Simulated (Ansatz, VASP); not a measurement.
# SiC in VASP and in Ansatz

```
Si C
1.0
     0.01369    2.19807    2.18438
     2.19807    0.01369    2.18438
     2.21176    2.21176    0.00000
Si C
1 1
Direct
  0.00057 0.00057 0.99943
  0.24943 0.24943 0.25057
```

Change from the starting cell: strained cell.

Alike in both runs: functional PBE; k mesh 10 × 10 × 10; occupations gaussian, width 0.02 eV; no spin polarisation.

Ansatz relaxed the structure, and its values are those at the end. VASP's run is a single point on that final structure, the one shown.

|  | VASP | Ansatz |
| --- | --- | --- |
| version | VASP 6.6.1 | Ansatz 0.2.0 |
| potentials or method | VASP PAW PBE potentials, release 64 (Si, C), cutoff 600 eV | scalar-relativistic, plane waves, PAW |
| valence electrons in the cell | 8 | 8 |

```tsv
	VASP	Ansatz	Ansatz less VASP
gap on the k mesh at the Fermi level (eV)	1.29	1.29	+0.003
least direct gap on the mesh (eV)	4.41	4.42	+0.008
pressure (GPa)	-1.2	-1.0	+0.18
```

Ansatz's warnings: stress scf threshold loose.
